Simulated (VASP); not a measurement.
# NaH13O7 in VASP: further runs

The runs below take NaH13O7 through single point, with r2SCAN.

Everything below comes from runs of VASP 6.6.1. Logs are shortened: lines on timing, memory, paths and dates and some standing lists are left out, and cuts for length are marked.

## (1) The cell of the first run

The cell holds a disordered packing, 21 atoms: a = 6.628 Å, b = 6.628 Å, c = 6.628 Å, α = 90.00°, β = 90.00°, γ = 90.00°.

## (2) Single point, r2SCAN

The input, POSCAR:

```
NaH13O7
1.0
    6.6282230000      0.0000000000      0.0000000000
    0.0000000000      6.6282230000      0.0000000000
    0.0000000000      0.0000000000      6.6282230000
O H Na
7 13 1
Direct
    0.7598639013     -0.0600194205      0.5332388897
    0.6043431777      0.2541386997      0.8735472252
    0.3817247631      0.8001622803      0.8391685250
    0.0322483787      0.1778351164      0.3199049662
    0.5230058106      0.6735621191      0.2362378913
    1.0071442702      0.6398545753      0.7068492181
    0.2635801208      0.4636446287      0.4536271273
    0.8527312738      0.0252265837      0.4537578535
    0.6815133752     -0.1349236117      0.4328554491
    0.5948146166      0.1900626195      1.0043881617
    0.6727536456      0.1584995747      0.7861953242
    0.3982641649      0.9110418768      0.7472774568
    0.2517714200      0.7407048059      0.7990079029
    0.1055463116      0.1185264983      0.2093406620
    0.1253043033      0.2921112087      0.3700495342
    0.4293846479      0.7474114138      0.1521390492
    0.4270254102      0.5884114291      0.3235264945
    1.0946689120      0.5650608702      0.6058678120
    0.9436664960      0.7469474095      0.6272386913
    0.3451768067      0.3897413551      0.5483960634
    0.6881126939      0.5952606672      0.9029602024
```

The input, INCAR.step1:

```
PREC     = Accurate       # precision mode
ENCUT    = 930            # plane-wave cutoff, eV
ISMEAR   = -1             # smearing method
SIGMA    = 0.05           # smearing width, eV
LREAL    = Auto         
LASPH    = T              # aspherical terms in the spheres
NELM     = 120            # most SCF steps
NBANDS   = 48             # bands
GGA      = PE             # functional
ALGO     = Normal         # electronic algorithm
EDIFF    = 1E-5           # SCF threshold, eV
LWAVE    = T              # write WAVECAR
LCHARG   = F              # write CHGCAR
GGA_COMPAT= F
```

The input, INCAR.step2:

```
PREC     = Accurate       # precision mode
ENCUT    = 930            # plane-wave cutoff, eV
EDIFF    = 1E-6           # SCF threshold, eV
ISMEAR   = -1             # smearing method
SIGMA    = 0.05           # smearing width, eV
LREAL    = Auto         
LASPH    = T              # aspherical terms in the spheres
NELM     = 120            # most SCF steps
ALGO     = Normal         # electronic algorithm
ISIF     = 2              # what is computed and relaxed
LWAVE    = F              # write WAVECAR
LCHARG   = F              # write CHGCAR
METAGGA  = R2SCAN         # meta-GGA
LMIXTAU  = T            
NBANDS   = 48             # bands
ISTART   = 1            
GGA_COMPAT= F
```

The input, KPOINTS:

```
Automatic mesh
0
Gamma
  1 1 1
```

Potentials or basis: VASP PAW PBE potentials, release 64 (O, H, Na_sv).

Launch:

```sh
$ cat potpaw_PBE.64/O/POTCAR potpaw_PBE.64/H/POTCAR potpaw_PBE.64/Na_sv/POTCAR > POTCAR
$ cp INCAR.step1 INCAR
$ mpirun -np 1 vasp_gam > vasp.out
$ cp INCAR.step2 INCAR
$ mpirun -np 1 vasp_gam > vasp.out
```

OUTCAR:

```text
PREC = Accurate
   ENCUT = 930
   EDIFF = 1E-6
   ISMEAR = -1
   LREAL = Auto
   LASPH = T
   NELM = 120
   ISIF = 2
   METAGGA = R2SCAN
   ISTART = 1

 ion  position               nearest neighbor table
   1  0.760  0.940  0.533-   9 0.98   8 0.99
   2  0.604  0.254  0.874-  10 0.97  11 0.97
   3  0.382  0.800  0.839-  12 0.96  13 0.98
   4  0.032  0.178  0.320-  14 0.96  15 1.03
   5  0.523  0.674  0.236-  16 0.97  17 1.03
   6  0.007  0.640  0.707-  19 0.98  18 1.02
   7  0.264  0.464  0.454-  20 0.96
   8  0.853  0.025  0.454-   1 0.99
   9  0.682  0.865  0.433-   1 0.98
  10  0.595  0.190  0.004-   2 0.97
  11  0.673  0.158  0.786-   2 0.97
  12  0.398  0.911  0.747-   3 0.96
  13  0.252  0.741  0.799-   3 0.98
  14  0.106  0.119  0.209-   4 0.96
  15  0.125  0.292  0.370-   4 1.03
  16  0.429  0.747  0.152-   5 0.97
  17  0.427  0.588  0.324-   5 1.03
  18  0.095  0.565  0.606-   6 1.02
  19  0.944  0.747  0.627-   6 0.98
  20  0.345  0.390  0.548-   7 0.96
  21  0.688  0.595  0.903-

  LATTYP: Found a simple cubic cell.
 ALAT       =     6.6282230000

  Lattice vectors:

 A1 = (   6.6282230000,   0.0000000000,   0.0000000000)
 A2 = (   0.0000000000,   6.6282230000,   0.0000000000)
 A3 = (   0.0000000000,   0.0000000000,   6.6282230000)

Analysis of symmetry for initial positions (statically):
=====================================================================
 Subroutine PRICEL returns:
 Original cell was already a primitive cell.

 Routine SETGRP: Setting up the symmetry group for a
 simple cubic supercell.

 Subroutine GETGRP returns: Found  1 space group operations
 (whereof  1 operations were pure point group operations)
 out of a pool of 48 trial point group operations.

The static configuration has the point symmetry C_1 .

Analysis of symmetry for dynamics (positions and initial velocities):
=====================================================================
 Subroutine PRICEL returns:
 Original cell was already a primitive cell.

 Routine SETGRP: Setting up the symmetry group for a
 simple cubic supercell.

 Subroutine GETGRP returns: Found  1 space group operations
 (whereof  1 operations were pure point group operations)
 out of a pool of 48 trial point group operations.

The dynamic configuration has the point symmetry C_1 .

 Subroutine INISYM returns: Found  1 space group operations
 (whereof  1 operations are pure point group operations),
 and found     1 'primitive' translations

----------------------------------------------------------------------------------------

                                     Primitive cell

  volume of cell :     291.2000

  direct lattice vectors                    reciprocal lattice vectors
     6.628223000  0.000000000  0.000000000     0.150869999  0.000000000  0.000000000
     0.000000000  6.628223000  0.000000000     0.000000000  0.150869999  0.000000000
     0.000000000  0.000000000  6.628223000     0.000000000  0.000000000  0.150869999

  length of vectors
     6.628223000  6.628223000  6.628223000     0.150869999  0.150869999  0.150869999

  position of ions in fractional coordinates (direct lattice)
     0.759863901  0.939980580  0.533238890
     0.604343178  0.254138700  0.873547225
     0.381724763  0.800162280  0.839168525
     0.032248379  0.177835116  0.319904966
     0.523005811  0.673562119  0.236237891
     0.007144270  0.639854575  0.706849218
[... 13 lines left out ...]
     0.345176807  0.389741355  0.548396063
     0.688112694  0.595260667  0.902960202

  ion indices of the primitive-cell ions
   primitive index   ion index
                 1           1
                 2           2
                 3           3
                 4           4
                 5           5
                 6           6
[... 13 lines left out ...]
                20          20
                21          21

----------------------------------------------------------------------------------------

 KPOINTS: Automatic mesh

Automatic generation of k-mesh.
 Grid dimensions read from file:
[... 45 lines left out ...]
   TEBEG  =    0.0;   TEEND  =   0.0 temperature during run
   PSTRESS=    0.0 pullay stress
   NELECT =      64.0000    total number of electrons
   NUPDOWN=      -1.0000    fix difference up-down
   EMIN   =  10.00;   EMAX   =-10.00  energy-range for DOS
   EFERMI =   0.00;   METHOD = LEGACY
   ISMEAR =    -1;   SIGMA  =   0.05  broadening in eV -4-tet -1-fermi 0-gaus
   EFERMI_NEDOS =   21; number of points for ismear=-14 and -15
   IALGO  =     38    algorithm
   IMIX   =      4    mixing-type and parameters
     AMIX     =   0.40;   BMIX     =  1.00
     AMIX_MAG =   1.60;   BMIX_MAG =  1.00
  volume/ion in A,a.u.               =      13.87        93.58
  Fermi-wavevector in a.u.,A,eV,Ry     =   0.987956  1.866967 13.280069  0.976058
  Thomas-Fermi vector in A             =   2.119448
   LORBIT       =      0    0 simple, 1 ext, 2 COOP (PROOUT), +10 PAW based schemes
   METAGGA = R2SCAN    functional components
   LHFCALC =     F    Hartree Fock is set to
   AEXX    =    0.0000 exact exchange contribution
   IVDW    =     0    specifies the selected vdW correction
   LEPSILON=     F    determine dielectric tensor
   LRPA    =     F    only Hartree local field effects (RPA)
 non-spin polarized calculation
  energy-cutoff  :      930.00
  volume of cell :      291.20
 maximum number of plane-waves:      9403
 NGX is ok and might be reduce to    70
   NGX = 33   NGY = 33   NGZ = 33

 number of electron      63.9999994 magnetization

 Free energy of the ion-electron system (eV)
  ---------------------------------------------------
  ext. energy  EPLUGINS =         0.00000000
  ---------------------------------------------------
  free energy    TOTEN  =      -111.92512328 eV

  energy without entropy =     -111.92512328  energy(sigma->0) =     -111.92512328

 E-fermi :  -2.1869     XC(G=0):  -5.9439

 val. band max:       -3.4254822397   @ k =   0.0000   0.0000   0.0000
 cond. band min:       0.4046378684   @ k =   0.0000   0.0000   0.0000
 fundamental gap:      3.8301201081
 Fermi energy:        -2.1869088314

 k-point     1 :       0.0000    0.0000    0.0000
  band No.  band energies     occupation
      1     -55.8999      2.00000
      2     -26.3566      2.00000
      3     -26.3392      2.00000
      4     -26.2843      2.00000
      5     -24.9233      2.00000
      6     -24.4418      2.00000
[... 36 lines left out ...]
     43       6.4748      0.00000
     44       6.7854      0.00000
 [bands above 44 left out]

------------------------ aborting loop because EDIFF is reached ----------------------------------------

  FORCE on cell =-STRESS in cart. coord.  units (eV):
  Direction    XX          YY          ZZ          XY          YZ          ZX
  --------------------------------------------------------------------------------------
  -------------------------------------------------------------------------------------
  Total       -3.9101747     -1.5782474     -3.1674771     -0.7114086     -0.6846851      1.3375303
  in kB      -21.5137148     -8.6834904    -17.4274051     -3.9141579     -3.7671258      7.3590689
  external PRESSURE =     -15.8748701 kB  Pullay stress =       0.0000000 kB

 VOLUME and BASIS-vectors are now :
 -----------------------------------------------------------------------------
  energy-cutoff  :      930.00
  volume of cell :      291.20
      direct lattice vectors                 reciprocal lattice vectors
     6.628223000  0.000000000  0.000000000     0.150869999  0.000000000  0.000000000
     0.000000000  6.628223000  0.000000000     0.000000000  0.150869999  0.000000000
     0.000000000  0.000000000  6.628223000     0.000000000  0.000000000  0.150869999

 POSITION                                       TOTAL-FORCE (eV/Angst)
 -----------------------------------------------------------------------------------
      5.03655      6.23040      3.53443        -0.046836     -0.007861     -0.171033
      4.00572      1.68449      5.79007         0.083511     -0.094894      0.069910
      2.53016      5.30365      5.56220         0.044499     -0.119303      0.142666
      0.21375      1.17873      2.12040         0.038456      0.018268      0.002313
      3.46660      4.46452      1.56584        -0.098454     -0.048253      0.087802
      0.04735      4.24110      4.68515        -0.032750      0.127131     -0.003277
[... 13 lines left out ...]
      2.28791      2.58329      3.63489         0.118070     -0.069053      0.121920
      4.56096      3.94552      5.98502        -0.008069     -0.030055      0.004283
 -----------------------------------------------------------------------------------
    total drift:                               -0.000268     -0.002913      0.000663

  FREE ENERGIE OF THE ION-ELECTRON SYSTEM (eV)
  ---------------------------------------------------
  free  energy   TOTEN  =      -111.9251232812 eV

  energy  without entropy=     -111.9251232812  energy(sigma->0) =     -111.92512328
```

It took 5.2 min on 1 thread of Intel Xeon Platinum 8488C (Sapphire Rapids), shared host; peak memory 0.78 GiB.

Results:

| Quantity | Value |
| --- | --- |
| Free energy | -111.9251 eV |
| Pressure | -1.6 GPa |
| Largest force | 0.265 eV/Å |

Forces on the atoms (eV/Å):
```
O   -0.047 -0.008 -0.171
O    0.084 -0.095  0.070
O    0.044 -0.119  0.143
O    0.038  0.018  0.002
O   -0.098 -0.048  0.088
O   -0.033  0.127 -0.003
O   -0.169  0.076 -0.065
H    0.140  0.134  0.039
H   -0.066 -0.040  0.121
H    0.011  0.051 -0.142
H   -0.018 -0.009 -0.103
H    0.109  0.199 -0.137
H   -0.139 -0.110  0.016
H   -0.071 -0.061  0.010
H   -0.088  0.062  0.089
H    0.028  0.114 -0.122
H    0.045 -0.066  0.063
H    0.182 -0.165 -0.096
H   -0.061  0.039  0.073
H    0.118 -0.069  0.122
Na  -0.008 -0.030  0.004
```

Caveat: the k points lie up to 0.95 Å⁻¹ apart, too coarse for converged energies, forces and pressures; the PAW data sets were made with another functional, which shifts forces and pressure a little.

## (3) Single point, r2SCAN

The input, POSCAR:

```
NaH13O7
1.0
    6.6282230000      0.0000000000      0.0000000000
    0.0000000000      6.6282230000      0.0000000000
    0.0000000000      0.0000000000      6.6282230000
O H Na
7 13 1
Direct
    0.7557983490     -0.0417306418      0.5470697048
    0.6390853174      0.2324755821      0.8531849336
    0.3794682225      0.8165235237      0.8161614357
    0.0409008568      0.1562258844      0.3514969246
    0.5058067600      0.7049098982      0.2338937601
    1.0044321080      0.6557715394      0.6926894282
    0.2636453239      0.4847754821      0.4248800923
    0.8567907266      0.0384718498      0.4740033641
    0.6974418332     -0.1285412395      0.4501960782
    0.6879822842      0.1599825474      0.9706975761
    0.6589699834      0.1512773484      0.7323833251
    0.3871625924      0.8878548594      0.6957068282
    0.2355533301      0.7711116539      0.8059626238
    0.1335048625      0.0507828418      0.2996579928
    0.1318905535      0.2862607369      0.3779142615
    0.4172611573      0.7920071488      0.1557581874
    0.4097025704      0.6079004886      0.3104150238
    1.0859471686      0.5833388527      0.5840630287
    0.9321352043      0.7592230980      0.6198493925
    0.3371491876      0.4272789253      0.5334914049
    0.6742078533      0.6004173366      0.9126126263
```

The input, INCAR.step1:

```
SYSTEM = NaH13O7
PREC = Accurate
ENCUT = 930
ISMEAR = -1
SIGMA = 0.05
LREAL = Auto
LASPH = .TRUE.
NELM = 120
NBANDS = 48
GGA = PE
ALGO = Normal
EDIFF = 1E-5
LWAVE = .TRUE.
LCHARG = .FALSE.
GGA_COMPAT = .FALSE.
```

The input, INCAR.step2:

```
SYSTEM = NaH13O7
PREC = Accurate
ENCUT = 930
EDIFF = 1E-6
ISMEAR = -1
SIGMA = 0.05
LREAL = Auto
LASPH = .TRUE.
NELM = 120
ALGO = Normal
ISIF = 2
LWAVE = .FALSE.
LCHARG = .FALSE.
METAGGA = R2SCAN
LMIXTAU = .TRUE.
NBANDS = 48
ISTART = 1
GGA_COMPAT = .FALSE.
```

The input, KPOINTS:

```
Automatic mesh
0
G
  1 1 1
  0 0 0
```

Potentials or basis: VASP PAW PBE potentials, release 64 (O, H, Na_sv).

Launch:

```sh
$ cat potpaw_PBE.64/O/POTCAR potpaw_PBE.64/H/POTCAR potpaw_PBE.64/Na_sv/POTCAR > POTCAR
$ cp INCAR.step1 INCAR
$ mpirun -np 1 vasp_gam > vasp.out
$ cp INCAR.step2 INCAR
$ mpirun -np 1 vasp_gam > vasp.out
```

Wall time 4.3 min (1 thread of AMD EPYC 7R43 (Zen 3), shared host); peak memory 0.74 GiB.

Results (log left out):

* Free energy: -111.5657 eV
* Pressure: -1.2 GPa
* Largest force: 2.372 eV/Å

Forces in eV/Å, atoms in the order of the input:
```
O    0.229  0.434  1.088
O   -0.030  0.665  0.398
O   -1.195 -1.329  1.560
O    1.410 -0.013 -0.271
O    0.286  0.367 -0.436
O    0.391 -0.614 -0.074
O   -1.044 -0.191 -0.379
H    0.494  0.479 -0.208
H   -1.027 -0.791 -1.135
H   -0.118 -0.039 -0.606
H    0.258 -0.337  0.285
H    0.588  1.270 -1.755
H    0.703 -0.216  0.155
H   -0.710  1.067  0.423
H   -0.515 -0.651 -0.250
H    0.275 -0.207  0.117
H   -0.203 -0.075  0.141
H    0.019  0.135  0.351
H   -0.269  0.533 -0.029
H    0.589 -0.315  0.690
Na  -0.130 -0.173 -0.067
```

Stress tensor (GPa, compression positive):
```
-1.97  0.06  0.54
 0.06 -1.17 -1.34
 0.54 -1.34 -0.32
```

Levels at points of the mesh, in eV from the Fermi level:
| k point | band 29 | band 30 | band 31 | band 32 | band 33 | band 34 | band 35 | band 36 |
| --- | --- | --- | --- | --- | --- | --- | --- | --- |
| (0.00, 0.00, 0.00) | -2.51 | -2.39 | -1.40 | -1.24 | 2.83 | 5.88 | 6.11 | 6.42 |

Caveat: the k points lie up to 0.95 Å⁻¹ apart, too coarse for converged energies, forces and pressures; the PAW data sets were made with another functional, which shifts forces and pressure a little.

## (4) Single point, r2SCAN

The input, POSCAR:

```
NaH13O7
1.0
    6.6282230000      0.0000000000      0.0000000000
    0.0000000000      6.6282230000      0.0000000000
    0.0000000000      0.0000000000      6.6282230000
O H Na
7 13 1
Direct
    0.7526904270     -0.0342173159      0.5403861638
    0.6651556533      0.2382840770      0.8453246066
    0.3753042105      0.8136720807      0.8043332278
    0.0432996898      0.1550641854      0.3490679176
    0.5109363400      0.7233612991      0.2310724911
    0.9989706140      0.6467193394      0.6973362242
    0.2457672290      0.4890300160      0.4163710243
    0.8757399985      0.0385020238      0.4866764440
    0.7052870732     -0.1242867055      0.4301001943
    0.7361249010      0.1591678494      0.9445367182
    0.6491785204      0.1482146874      0.7307237551
    0.4370100402      0.8878095984      0.6918596432
    0.2380728590      0.7632060659      0.7683658199
    0.1730478893      0.1112817116      0.2958711558
    0.1027726436      0.2967462018      0.3798604845
    0.4139721913      0.8104132888      0.1660475213
    0.4389864372      0.6178126475      0.3139152077
    1.0818585917      0.5866730796      0.5869597326
    0.9445819792      0.7539426480      0.6173449505
    0.3178076537      0.4291195393      0.5324051409
    0.6765010773      0.5971887186      0.9173499443
```

The input, INCAR.step1:

```
SYSTEM = NaH13O7
  PREC = Accurate
  ENCUT = 930
  ISMEAR = -1
  SIGMA = 0.05
  LREAL = Auto
  LASPH = .True.
  NELM = 120
  NBANDS = 48
  GGA = PE
  ALGO = Normal
  EDIFF = 1E-5
  LWAVE = .True.
  LCHARG = .False.
  GGA_COMPAT = .False.
```

The input, INCAR.step2:

```
SYSTEM = NaH13O7
  PREC = Accurate
  ENCUT = 930
  EDIFF = 1E-6
  ISMEAR = -1
  SIGMA = 0.05
  LREAL = Auto
  LASPH = .True.
  NELM = 120
  ALGO = Normal
  ISIF = 2
  LWAVE = .False.
  LCHARG = .True.
  METAGGA = R2SCAN
  LMIXTAU = .True.
  LELF = .True.
  LVHAR = .True.
  NBANDS = 48
  ISTART = 1
  GGA_COMPAT = .False.
```

The input, KPOINTS:

```
Automatic mesh
0
Gamma
  1 1 1
  0 0 0
```

Launch:

```sh
$ cat potpaw_PBE.64/O/POTCAR potpaw_PBE.64/H/POTCAR potpaw_PBE.64/Na_sv/POTCAR > POTCAR
$ cp INCAR.step1 INCAR
$ mpirun -np 1 vasp_gam > vasp.out
$ cp INCAR.step2 INCAR
$ mpirun -np 1 vasp_gam > vasp.out
```

Run time: 3.2 min. Hardware: 1 thread of Intel Xeon Platinum 8559C (Emerald Rapids), shared host; peak memory 0.77 GiB.

It converged, with:

```yaml
Free_energy: -111.3150 eV
Pressure: -1.9 GPa
Largest_force: 1.442 eV/Å
```

Forces on the atoms (eV/Å):
```
O    0.186 -0.609 -0.633
O   -0.136  0.320  0.282
O    0.314  0.036 -0.233
O    1.172  0.819 -0.182
O    1.135 -0.084  0.041
O    0.237 -0.084  0.158
O    0.439 -0.555  1.167
H   -0.592 -0.179 -0.132
H    0.003  0.748  0.487
H    0.023  0.014  0.026
H    0.297  0.008 -0.170
H   -0.799 -0.514  0.465
H    0.676  0.318 -0.146
H   -0.536 -0.721 -0.044
H   -0.481  0.193  0.174
H   -0.159 -0.371  0.082
H   -0.983  0.338 -0.319
H    0.593 -0.944 -0.225
H   -0.867  1.033  0.100
H   -0.384  0.343 -0.767
Na  -0.137 -0.108 -0.130
```

Stress tensor (GPa, compression positive):
```
-2.83 -1.28  0.60
-1.28 -0.87  0.11
 0.60  0.11 -1.87
```

Levels at points of the mesh, in eV from the Fermi level:
```tsv
k point	band 30	band 31	band 32	band 33	band 34	band 35
(0.00, 0.00, 0.00)	-2.83	-1.54	-1.33	2.49	5.56	5.88
```

Caveat: the k points lie up to 0.95 Å⁻¹ apart, too coarse for converged energies, forces and pressures; the PAW data sets were made with another functional, which shifts forces and pressure a little.

## (5) Overview

```tsv
cell	pressure (GPa)	largest force (eV/Å)
as given, atomic positions A	-1.6	0.26
as given, atomic positions B	-1.2	2.37
as given, atomic positions C	-1.9	1.44
```

Alike in all rows: task single point; level r2SCAN; potentials or basis VASP PAW PBE potentials, release 64 (O, H, Na_sv); no spin polarisation; k mesh 1 × 1 × 1; cutoff (eV) 930; smearing fermi-dirac 0.05 eV.

Caveats: all runs use coarse meshes; the PAW data sets were made with another functional, which shifts forces and pressure a little.

Absolute energies hang on the potentials; compare differences alone.
